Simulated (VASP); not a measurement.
Write the native input for VASP 6.6.1 that does the following.

```
Task                               : single point
Functional                         : HSE06
Potentials or basis                : VASP PAW PBE potentials, release 64 (S, Mg)
Cutoff                             : 520 eV
k mesh                             : 6 × 6 × 6
Occupations                        : fermi-dirac, width 0.05 eV
Spin                               : no spin polarisation
Dipole correction                  : no
Grid for exact exchange (PRECFOCK) : Normal
Further INCAR settings             : ALGO = Normal; EDIFF = 1e-06; NBANDS = 11
Screening parameter                : 0.2079 1/Å
```

Crystal: MgS.

```
S Mg
1.0
     0.00000    2.83312    2.83312
     2.83312    0.00000    2.83312
     2.83312    2.83312    0.00000
S Mg
1 1
Direct
  0.25000 0.25000 0.25000
  0.00000 0.00000 0.00000
```

One way to write it, as run:

POSCAR

```
MgS
1.0
    0.0000000000      2.8331200468      2.8331200468
    2.8331200468      0.0000000000      2.8331200468
    2.8331200468      2.8331200468      0.0000000000
S Mg
1 1
Direct
    0.2500000000      0.2500000000      0.2500000000
    0.0000000000      0.0000000000      0.0000000000
```

INCAR.step1

```
SYSTEM = MgS
PREC = Accurate
ENCUT = 520
EDIFF = 1E-5
ISMEAR = -1
SIGMA = 0.05
LREAL = .False.
LASPH = .True.
NELM = 60
ALGO = Normal
ISIF = 2
LWAVE = .True.
LCHARG = .False.
NBANDS = 11
GGA = PE
```

INCAR.step2

```
SYSTEM = MgS
PREC = Accurate
ENCUT = 520
EDIFF = 1E-6
ISMEAR = -1
SIGMA = 0.05
LREAL = .False.
LASPH = .True.
NELM = 60
ALGO = Normal
ISIF = 2
LWAVE = .False.
LCHARG = .False.
GGA = PE
LHFCALC = .True.
HFSCREEN = 0.2079
PRECFOCK = Normal
NBANDS = 11
ISTART = 1
```

KPOINTS

```
Automatic mesh
0
Gamma
  6 6 6
  0 0 0
```

Potentials or basis: VASP PAW PBE potentials, release 64 (S, Mg).

Command:

```bash
$ cat potpaw_PBE.64/S/POTCAR potpaw_PBE.64/Mg/POTCAR > POTCAR
$ cp INCAR.step1 INCAR
$ mpirun -np 1 vasp_std > vasp.out
$ cp INCAR.step2 INCAR
$ mpirun -np 1 vasp_std > vasp.out
```

It gave:

* Pressure: -0.3 GPa
* Band gap on the k mesh: 4.50 eV, direct

Caveat: the PAW data sets were made with another functional, which shifts forces and pressure a little.

It took 12 min on 1 thread of Intel(R) Xeon(R) Platinum 8259CL CPU @ 2.50GHz (Skylake/Cascade Lake), with other jobs on the host, peak memory 0.29 GiB.
